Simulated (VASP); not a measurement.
# NaF (Fm-3m) in VASP: a series of runs

The runs below take NaF through single point, with PBEsol.

Program: VASP 6.6.1. These are calculated values, not measurements. Logs are shortened: lines on timing, memory, paths and dates and some standing lists are left out, and cuts for length are marked.

## (1) The cell of the first run

Symmetry: Fm-3m, No. 225, cubic system. Conventional cell: a = 4.630 Å, b = 4.630 Å, c = 4.630 Å, α = 90.00°, β = 90.00°, γ = 90.00°. Na (site symmetry m-3m) has 6 F at 2.31 Å within 3.1 Å. Within 3.1 Å of F (site symmetry m-3m) lie 6 Na at 2.31 Å.

## (2) Single point, PBEsol

The input, INCAR:

```
SYSTEM = NaF
PREC = Accurate
ENCUT = 600
EDIFF = 1E-6
ISMEAR = 0
SIGMA = 0.1
LREAL = .False.
LASPH = .True.
NELM = 120
ALGO = Normal
ISIF = 2
LWAVE = .False.
LCHARG = .True.
GGA = PS
LELF = .True.
LVHAR = .True.
NBANDS = 14
GGA_COMPAT = .False.
```

The input, KPOINTS:

```
Automatic mesh
0
Gamma
  6 6 6
  0 0 0
```

The input, POSCAR:

```
NaF
1.0
    0.0000000000      2.3150000000      2.3150000000
    2.3150000000      0.0000000000      2.3150000000
    2.3150000000      2.3150000000      0.0000000000
Na F
1 1
Direct
    0.0000000000      0.0000000000      0.0000000000
    0.5000000000      0.5000000000      0.5000000000
```

Potentials or basis: VASP PAW PBE potentials, release 64 (Na_pv, F).

The run is started by

```sh
$ cat potpaw_PBE.64/Na_pv/POTCAR potpaw_PBE.64/F/POTCAR > POTCAR
$ mpirun -np 1 vasp_std > vasp.out
```

OUTCAR:

```text
SYSTEM = NaF
   PREC = Accurate
   ENCUT = 600
   EDIFF = 1E-6
   ISMEAR = 0
   LREAL = .False.
   LASPH = .True.
   NELM = 120
   ISIF = 2
   GGA = PS

 ion  position               nearest neighbor table
   1  0.000  0.000  0.000-   2 2.31   2 2.31   2 2.31   2 2.31   2 2.31   2 2.31
   2  0.500  0.500  0.500-   1 2.31   1 2.31   1 2.31   1 2.31   1 2.31   1 2.31

  LATTYP: Found a face centered cubic cell.
 ALAT       =     4.6300000000

  Lattice vectors:

 A1 = (   0.0000000000,   2.3150000000,   2.3150000000)
 A2 = (   2.3150000000,   0.0000000000,   2.3150000000)
 A3 = (   2.3150000000,   2.3150000000,   0.0000000000)

Analysis of symmetry for initial positions (statically):
=====================================================================
 Subroutine PRICEL returns:
 Original cell was already a primitive cell.

 Routine SETGRP: Setting up the symmetry group for a
 face centered cubic supercell.

 Subroutine GETGRP returns: Found 48 space group operations
 (whereof 48 operations were pure point group operations)
 out of a pool of 48 trial point group operations.

The static configuration has the point symmetry O_h .

Analysis of symmetry for dynamics (positions and initial velocities):
=====================================================================
 Subroutine PRICEL returns:
 Original cell was already a primitive cell.

 Routine SETGRP: Setting up the symmetry group for a
 face centered cubic supercell.

 Subroutine GETGRP returns: Found 48 space group operations
 (whereof 48 operations were pure point group operations)
 out of a pool of 48 trial point group operations.

The dynamic configuration has the point symmetry O_h .

 Subroutine INISYM returns: Found 48 space group operations
 (whereof 48 operations are pure point group operations),
 and found     1 'primitive' translations

----------------------------------------------------------------------------------------

                                     Primitive cell

  volume of cell :      24.8132

  direct lattice vectors                    reciprocal lattice vectors
     0.000000000  2.315000000  2.315000000    -0.215982721  0.215982721  0.215982721
     2.315000000  0.000000000  2.315000000     0.215982721 -0.215982721  0.215982721
     2.315000000  2.315000000  0.000000000     0.215982721  0.215982721 -0.215982721

  length of vectors
     3.273904397  3.273904397  3.273904397     0.374093047  0.374093047  0.374093047

  position of ions in fractional coordinates (direct lattice)
     0.000000000  0.000000000  0.000000000
     0.500000000  0.500000000  0.500000000

  ion indices of the primitive-cell ions
   primitive index   ion index
                 1           1
                 2           2

----------------------------------------------------------------------------------------

 KPOINTS: Automatic mesh

Automatic generation of k-mesh.
 Grid dimensions read from file:
 generate k-points for:    6    6    6

 Generating k-lattice:

  Cartesian coordinates                     Fractional coordinates (reciprocal lattice)
    -0.035997120  0.035997120  0.035997120     0.166666667  0.000000000  0.000000000
     0.035997120 -0.035997120  0.035997120     0.000000000  0.166666667  0.000000000
     0.035997120  0.035997120 -0.035997120     0.000000000  0.000000000  0.166666667

  Length of vectors
     0.062348841  0.062348841  0.062348841

  Shift w.r.t. Gamma in fractional coordinates (k-lattice)
     0.000000000  0.000000000  0.000000000

 Subroutine IBZKPT returns following result:
 ===========================================

 Found     16 irreducible k-points:

 Following reciprocal coordinates:
            Coordinates               Weight
  0.000000  0.000000  0.000000      1.000000
  0.166667  0.000000  0.000000      8.000000
  0.333333  0.000000  0.000000      8.000000
  0.500000  0.000000  0.000000      4.000000
  0.166667  0.166667  0.000000      6.000000
  0.333333  0.166667  0.000000     24.000000
[... 8 lines left out ...]
 -0.333333  0.333333  0.166667     24.000000
 -0.333333  0.500000  0.166667     12.000000
   k-points           NKPTS =     16   k-points in BZ     NKDIM =     16   number of bands    NBANDS=     14
   number of dos      NEDOS =    301   number of ions     NIONS =      2
   total plane-waves  NPLWV =  21952
   dimension x,y,z NGX =    28 NGY =   28 NGZ =   28
   dimension x,y,z NGXF=    56 NGYF=   56 NGZF=   56
   ions per type =               1   1
   NGX,Y,Z   is equivalent  to a cutoff of  14.22, 14.22, 14.22 a.u.
   NGXF,Y,Z  is equivalent  to a cutoff of  28.44, 28.44, 28.44 a.u.
 SYSTEM =  NaF
   PREC   = accura    normal or accurate (medium, high low for compatibility)
   ISTART =      0    job   : 0-new  1-cont  2-samecut
   ICHARG =      2    charge: 1-file 2-atom 10-const
   ISPIN  =      1    spin polarized calculation?
   LNONCOLLINEAR =      F non collinear calculations
   LSORBIT =      F    spin-orbit coupling
   LASPH  =      T    aspherical Exc in radial PAW
   ENCUT  =  600.0 eV  44.10 Ry    6.64 a.u.   6.54  6.54  6.54*2*pi/ulx,y,z
   NELM   =    120;   NELMIN=  2; NELMDL= -5     # of ELM steps
   EDIFF  = 0.1E-05   stopping-criterion for ELM
   LREAL  =      F    real-space projection
   EDIFFG = 0.1E-04   stopping-criterion for IOM
   NSW    =      0    number of steps for IOM
   IBRION =     -1    ionic relax: 0-MD 1-quasi-New 2-CG
   NFREE  =      0    steps in history (QN), initial steepest desc. (CG)
   ISIF   =      2    stress and relaxation
   ISYM   =      2    0-nonsym 1-usesym 2-fastsym
   POTIM  = 0.5000    time-step for ionic-motion
   TEBEG  =    0.0;   TEEND  =   0.0 temperature during run
   PSTRESS=    0.0 pullay stress
   NELECT =      14.0000    total number of electrons
   NUPDOWN=      -1.0000    fix difference up-down
   EMIN   =  10.00;   EMAX   =-10.00  energy-range for DOS
   EFERMI =   0.00;   METHOD = LEGACY
   ISMEAR =     0;   SIGMA  =   0.10  broadening in eV -4-tet -1-fermi 0-gaus
   EFERMI_NEDOS =   21; number of points for ismear=-14 and -15
   IALGO  =     38    algorithm
   IMIX   =      4    mixing-type and parameters
     AMIX     =   0.40;   BMIX     =  1.00
     AMIX_MAG =   1.60;   BMIX_MAG =  1.00
  volume/ion in A,a.u.               =      12.41        83.72
  Fermi-wavevector in a.u.,A,eV,Ry     =   1.352768  2.556360 24.898391  1.829980
  Thomas-Fermi vector in A             =   2.480079
   LORBIT       =      0    0 simple, 1 ext, 2 COOP (PROOUT), +10 PAW based schemes
   GGA     = PS    functional components
   LHFCALC =     F    Hartree Fock is set to
   AEXX    =    0.0000 exact exchange contribution
   IVDW    =     0    specifies the selected vdW correction
   LEPSILON=     F    determine dielectric tensor
   LRPA    =     F    only Hartree local field effects (RPA)
 non-spin polarized calculation
 Gauss-broadening in eV      SIGMA  =   0.10
  energy-cutoff  :      600.00
  volume of cell :       24.81
 maximum number of plane-waves:       869
 NGX is ok and might be reduce to    28
   NGX = 13   NGY = 13   NGZ = 13

 number of electron      14.0000006 magnetization

 Free energy of the ion-electron system (eV)
  ---------------------------------------------------
  ext. energy  EPLUGINS =         0.00000000
  ---------------------------------------------------
  free energy    TOTEN  =        -8.77051504 eV

  energy without entropy =       -8.77051504  energy(sigma->0) =       -8.77051504

 E-fermi :  -1.7282     XC(G=0):  -9.3469

 val. band max:       -2.1677316879   @ k =   0.0000   0.0000   0.0000
 cond. band min:       4.0077642653   @ k =   0.0000   0.0000   0.0000
 fundamental gap:      6.1754959532
 Fermi energy:        -1.7282340502

 k-point     1 :       0.0000    0.0000    0.0000
  band No.  band energies     occupation
      1     -21.2296      2.00000
      2     -20.9278      2.00000
      3     -20.9278      2.00000
      4     -20.9278      2.00000
      5      -2.1677      2.00000
      6      -2.1677      2.00000
      7      -2.1677      2.00000
      8       4.0078      0.00000
      9      16.6953      0.00000
     10      16.6953      0.00000
     11      16.6953      0.00000
     12      19.3840      0.00000
     13      21.7744      0.00000
     14      21.7744      0.00000

 k-point     2 :       0.1667    0.0000    0.0000
  band No.  band energies     occupation
      1     -21.4931      2.00000
      2     -20.9309      2.00000
      3     -20.9309      2.00000
      4     -20.6282      2.00000
      5      -2.6659      2.00000
      6      -2.2336      2.00000
      7      -2.2336      2.00000
      8       4.9427      0.00000
      9      14.1689      0.00000
     10      17.1000      0.00000
     11      17.1000      0.00000
     12      20.9257      0.00000
     13      20.9257      0.00000
     14      21.9035      0.00000

 k-point     3 :       0.3333    0.0000    0.0000
  band No.  band energies     occupation
      1     -21.7453      2.00000
      2     -20.9372      2.00000
      3     -20.9372      2.00000
      4     -20.3029      2.00000
      5      -3.4567      2.00000
      6      -2.3629      2.00000
      7      -2.3629      2.00000
      8       6.9250      0.00000
      9      11.6665      0.00000
     10      17.7296      0.00000
     11      17.7296      0.00000
     12      20.4379      0.00000
     13      20.4379      0.00000
     14      21.8108      0.00000
[... 188 lines left out ...]
 k-point    15 :      -0.3333    0.3333    0.1667
  band No.  band energies     occupation
      1     -21.5662      2.00000
      2     -21.0063      2.00000
      3     -20.9816      2.00000
      4     -20.3966      2.00000
      5      -3.3252      2.00000
      6      -2.9115      2.00000
      7      -2.5876      2.00000
      8      10.0769      0.00000
      9      10.5999      0.00000
     10      13.9221      0.00000
     11      15.7553      0.00000
     12      20.3909      0.00000
     13      21.0866      0.00000
     14      25.7407      0.00000

 k-point    16 :      -0.3333    0.5000    0.1667
  band No.  band energies     occupation
      1     -21.3708      2.00000
      2     -21.0509      2.00000
      3     -21.0054      2.00000
      4     -20.5527      2.00000
      5      -3.2720      2.00000
      6      -2.8290      2.00000
      7      -2.7082      2.00000
      8      10.8560      0.00000
      9      10.9095      0.00000
     10      12.3722      0.00000
     11      15.4795      0.00000
     12      19.2026      0.00000
     13      23.8069      0.00000
     14      23.8560      0.00000

------------------------ aborting loop because EDIFF is reached ----------------------------------------

  FORCE on cell =-STRESS in cart. coord.  units (eV):
  Direction    XX          YY          ZZ          XY          YZ          ZX
  --------------------------------------------------------------------------------------
  -------------------------------------------------------------------------------------
  Total       -0.0290589     -0.0290589     -0.0290589      0.0000000      0.0000000      0.0000000
  in kB       -1.8763175     -1.8763175     -1.8763175      0.0000000      0.0000000      0.0000000
  external PRESSURE =      -1.8763175 kB  Pullay stress =       0.0000000 kB

 VOLUME and BASIS-vectors are now :
 -----------------------------------------------------------------------------
  energy-cutoff  :      600.00
  volume of cell :       24.81
      direct lattice vectors                 reciprocal lattice vectors
     0.000000000  2.315000000  2.315000000    -0.215982721  0.215982721  0.215982721
     2.315000000  0.000000000  2.315000000     0.215982721 -0.215982721  0.215982721
     2.315000000  2.315000000  0.000000000     0.215982721  0.215982721 -0.215982721

 POSITION                                       TOTAL-FORCE (eV/Angst)
 -----------------------------------------------------------------------------------
      0.00000      0.00000      0.00000        -0.000000     -0.000000     -0.000000
      2.31500      2.31500      2.31500         0.000000      0.000000      0.000000
 -----------------------------------------------------------------------------------
    total drift:                                0.000000      0.000000      0.000000

  FREE ENERGIE OF THE ION-ELECTRON SYSTEM (eV)
  ---------------------------------------------------
  free  energy   TOTEN  =        -8.7705150439 eV

  energy  without entropy=       -8.7705150439  energy(sigma->0) =       -8.77051504
```

Run time: 7.5 s. Hardware: 1 thread of AMD EPYC 7R13 (Zen 3), shared host; peak memory 0.12 GiB.

Results:

```
Free energy            : -8.7705 eV
Pressure               : -0.2 GPa
Band gap on the k mesh : 6.18 eV
```

Caveat: the PAW data sets were made with another functional, which shifts forces and pressure a little.

## (3) Single point, PBEsol

The input, INCAR:

```
ALGO = Normal
EDIFF = 1E-6
ENCUT = 600
GGA = PS
GGA_COMPAT = False
ISIF = 2
ISMEAR = 0
LASPH = True
LCHARG = False
LREAL = False
LWAVE = False
NBANDS = 14
NELM = 120
PREC = Accurate
SIGMA = 0.02
```

The input, KPOINTS:

```
k-points
0
Gamma
  8 8 8
```

The input, POSCAR:

```
NaF
1.0
    0.0000000000      2.3144065552      2.3144065552
    2.3144065552      0.0000000000      2.3144065552
    2.3144065552      2.3144065552      0.0000000000
Na F
1 1
Direct
    0.0000000000      0.0000000000      0.0000000000
    0.5000000000      0.5000000000      0.5000000000
```

Potentials or basis: VASP PAW PBE potentials, release 64 (Na_pv, F).

The run is started by

```sh
$ cat potpaw_PBE.64/Na_pv/POTCAR potpaw_PBE.64/F/POTCAR > POTCAR
$ mpirun -np 1 vasp_std > vasp.out
```

OUTCAR:

```text
EDIFF = 1E-6
   ENCUT = 600
   GGA = PS
   ISIF = 2
   ISMEAR = 0
   LASPH = True
   LREAL = False
   NELM = 120
   PREC = Accurate

 ion  position               nearest neighbor table
   1  0.000  0.000  0.000-   2 2.31   2 2.31   2 2.31   2 2.31   2 2.31   2 2.31
   2  0.500  0.500  0.500-   1 2.31   1 2.31   1 2.31   1 2.31   1 2.31   1 2.31

  LATTYP: Found a face centered cubic cell.
 ALAT       =     4.6288131104

  Lattice vectors:

 A1 = (   0.0000000000,   2.3144065552,   2.3144065552)
[... 595 lines left out ...]
------------------------ aborting loop because EDIFF is reached ----------------------------------------

  FORCE on cell =-STRESS in cart. coord.  units (eV):
  Direction    XX          YY          ZZ          XY          YZ          ZX
  --------------------------------------------------------------------------------------
  -------------------------------------------------------------------------------------
  Total       -0.0235929     -0.0235929     -0.0235929      0.0000000      0.0000000      0.0000000
  in kB       -1.5245520     -1.5245520     -1.5245520      0.0000000      0.0000000      0.0000000
  external PRESSURE =      -1.5245520 kB  Pullay stress =       0.0000000 kB

 VOLUME and BASIS-vectors are now :
 -----------------------------------------------------------------------------
  energy-cutoff  :      600.00
  volume of cell :       24.79
      direct lattice vectors                 reciprocal lattice vectors
     0.000000000  2.314406555  2.314406555    -0.216038102  0.216038102  0.216038102
     2.314406555  0.000000000  2.314406555     0.216038102 -0.216038102  0.216038102
     2.314406555  2.314406555  0.000000000     0.216038102  0.216038102 -0.216038102

 POSITION                                       TOTAL-FORCE (eV/Angst)
 -----------------------------------------------------------------------------------
      0.00000      0.00000      0.00000         0.000000     -0.000000      0.000000
      2.31441      2.31441      2.31441        -0.000000      0.000000     -0.000000
 -----------------------------------------------------------------------------------
    total drift:                                0.000000      0.000000      0.000000

  FREE ENERGIE OF THE ION-ELECTRON SYSTEM (eV)
  ---------------------------------------------------
  free  energy   TOTEN  =        -8.7705439423 eV

  energy  without entropy=       -8.7705439423  energy(sigma->0) =       -8.77054394
```

Wall time 11 s (1 thread of AMD EPYC 7R13 (Zen 3), shared host); peak memory 0.12 GiB.

What came out:

```
Free energy            : -8.7705 eV
Pressure               : -0.2 GPa
Band gap on the k mesh : 6.18 eV
```

Caveat: the PAW data sets were made with another functional, which shifts forces and pressure a little.

## (4) Single point, PBEsol

The input, INCAR:

```
SYSTEM = NaF
  PREC = Accurate
  ENCUT = 600
  EDIFF = 1E-6
  ISMEAR = 0
  SIGMA = 0.02
  LREAL = .FALSE.
  LASPH = .TRUE.
  NELM = 120
  ALGO = Normal
  ISIF = 2
  LWAVE = .FALSE.
  LCHARG = .FALSE.
  GGA = PS
  NBANDS = 14
  GGA_COMPAT = .FALSE.
```

The input, KPOINTS:

```
regular mesh
0
G
  8 8 8
  0 0 0
```

POSCAR is that of step 3.

The run is started by

```sh
$ cat potpaw_PBE.64/Na_pv/POTCAR potpaw_PBE.64/F/POTCAR > POTCAR
$ mpirun -np 1 vasp_std > vasp.out
```

It took 10 s on 1 thread of AMD EPYC 7R13 (Zen 3), shared host; peak memory 0.12 GiB.

It converged, with:

| Quantity | Value |
| --- | --- |
| Free energy | -8.7705 eV |
| Pressure | -0.2 GPa |
| Band gap on the k mesh | 6.18 eV |

Levels at points of the mesh, in eV from the valence-band top:
```csv
k point,band 3,band 4,band 5,band 6,band 7,band 8,band 9,band 10,band 11,band 12
"(0.00, 0.00, 0.00)",-18.76,-18.76,0.00,0.00,0.00,6.18,18.87,18.87,18.87,21.56
"(0.50, 0.00, 0.00)",-18.77,-18.01,-1.63,-0.26,-0.26,10.63,12.36,20.02,20.02,22.84
"(0.50, 0.50, 0.00)",-18.81,-18.80,-1.30,-0.41,-0.41,13.01,13.11,13.56,19.68,19.68
```

Caveat: the PAW data sets were made with another functional, which shifts forces and pressure a little.
